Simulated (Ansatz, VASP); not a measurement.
# One calculation of C, two programs

INCAR

```
SYSTEM = C
PREC = Accurate
ENCUT = 520
EDIFF = 1E-7
ISMEAR = 0
SIGMA = 0.01
LREAL = .FALSE.
LASPH = .TRUE.
NELM = 80
ALGO = Normal
ISIF = 2
LWAVE = .FALSE.
LCHARG = .FALSE.
GGA = PE
NBANDS = 11
```

The input KPOINTS:

```
regular mesh
0
G
  10 10 10
  0 0 0
```

File POSCAR:

```
C
1.0
    0.0000000000      1.7801241411      1.7801241411
    1.7801241411      0.0000000000      1.7801241411
    1.7801241411      1.7801241411      0.0000000000
C
2
Direct
    0.0000000000      0.0000000000      0.0000000000
    0.2500000000      0.2500000000      0.2500000000
```

Input for Ansatz:

```yaml
crystal:
  lattice:
    - [0.0, 1.7801241411, 1.7801241411]
    - [1.7801241411, 0.0, 1.7801241411]
    - [1.7801241411, 1.7801241411, 0.0]
  atoms:
    - { symbol: C, position: [0.0, 0.0, 0.0] }
    - { symbol: C, position: [0.25, 0.25, 0.25] }
kpoints:
  mp_grid: { grid: [10, 10, 10] }
hamiltonian:
  xc: pbe
scf:
  occupations: { method: fixed }
output:
  optics:
    e_range: [0, 18]
    de: 0.05
    sigma: 0.1
    bands: { spectra_wanted_up_to: 18 }
```

Alike in both runs: task single point; functional PBE; k mesh 10 × 10 × 10; no spin polarisation.

|  | VASP | Ansatz |
| --- | --- | --- |
| version | VASP 6.6.1 | Ansatz 0.2.0 |
| potentials or method | VASP PAW PBE potentials, release 64 (C) | plane waves, PAW |
| plane-wave cutoff (eV) | 520 | 420 |
| occupations | gaussian, width 0.01 eV | fixed |
| valence electrons in the cell | 8 | 8 |

```tsv
	VASP	Ansatz	Ansatz less VASP
gap on the k mesh at the Fermi level (eV)	4.18	4.19	+0.009
```
